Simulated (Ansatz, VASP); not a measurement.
BaS in VASP and in Ansatz

POSCAR

```
BaS
1.0
    3.8701789652      0.0364207035      0.0364207035
    0.0364207035      3.8701789652      0.0364207035
    0.0364207035      0.0364207035      3.8701789652
Ba S
1 1
Direct
    0.0000000000      0.0000000000      0.0000000000
    0.5000000000      0.5000000000      0.5000000000
```

INCAR.step1

```
SYSTEM = BaS
PREC     = Accurate       ! precision mode
ENCUT    = 520            ! plane-wave cutoff, eV
ISMEAR   = 0              ! smearing method
SIGMA    = 0.01           ! smearing width, eV
LREAL    = .False.        ! projectors in reciprocal space
LASPH    = .True.         ! aspherical terms in the spheres
NELM     = 80             ! most SCF steps
NBANDS   = 15             ! bands
GGA      = PE             ! functional
ALGO     = Normal         ! electronic algorithm
EDIFF    = 1E-4           ! SCF threshold, eV
LWAVE    = .True.         ! write WAVECAR
LCHARG   = .False.        ! write CHGCAR
```

Contents of INCAR.step2:

```
SYSTEM = BaS
PREC     = Accurate       ! precision mode
ENCUT    = 520            ! plane-wave cutoff, eV
EDIFF    = 1E-6           ! SCF threshold, eV
ISMEAR   = 0              ! smearing method
SIGMA    = 0.01           ! smearing width, eV
LREAL    = .False.        ! projectors in reciprocal space
LASPH    = .True.         ! aspherical terms in the spheres
NELM     = 80             ! most SCF steps
ALGO     = Normal         ! electronic algorithm
ISIF     = 2              ! what is computed and relaxed
LWAVE    = .False.        ! write WAVECAR
LCHARG   = .False.        ! write CHGCAR
METAGGA  = R2SCAN         ! meta-GGA
LMIXTAU  = .True.       
NBANDS   = 15             ! bands
ISTART   = 1
```

KPOINTS

```
regular mesh
0
Gamma
  6 6 6
  0 0 0
```

Input for Ansatz:

```yaml
crystal:
  lattice:
    - [3.8701789652, 0.0364207035, 0.0364207035]
    - [0.0364207035, 3.8701789652, 0.0364207035]
    - [0.0364207035, 0.0364207035, 3.8701789652]
  atoms:
    - { symbol: Ba, position: [0.0, 0.0, 0.0] }
    - { symbol: S, position: [0.5, 0.5, 0.5] }
kpoints:
  mp_grid: { grid: [6, 6, 6] }
  band_path:
    path: [[0.0, 0.0, 0.0], [0.0, 0.5, 0.0], [0.5, 0.5, 0.0], [0.5, 0.5, 0.5]]
    npoints: 1
hamiltonian:
  xc: r2scan
scf:
  occupations: { method: fixed }
  n_extra_bands: 4
output:
  forces: true
  stress: true
  eigenvalues: true
```

Change from the starting cell: shear_111 strain +2.9%.

Alike in both runs: task single point; functional r2SCAN; k mesh 6 × 6 × 6; no spin polarisation.

|  | VASP | Ansatz |
| --- | --- | --- |
| version | VASP 6.6.1 | Ansatz 0.2.0 |
| potentials or method | VASP PAW PBE potentials, release 64 (Ba_sv, S) | plane waves, PAW |
| plane-wave cutoff (eV) | 520 | 500 |
| occupations | gaussian, width 0.01 eV | fixed |
| valence electrons in the cell | 16 | 16 |

```csv
,VASP,Ansatz,Ansatz less VASP
gap on the k mesh at the Fermi level (eV),1.85,1.96,+0.110
pressure (GPa),-0.4,-1.2,-0.83
"traceless stress, the component that is largest in VASP (GPa)",-0.16,-0.13,+0.035
```

VASP's potentials were made for PBE, not for r2SCAN.

Spin-orbit coupling is off throughout.
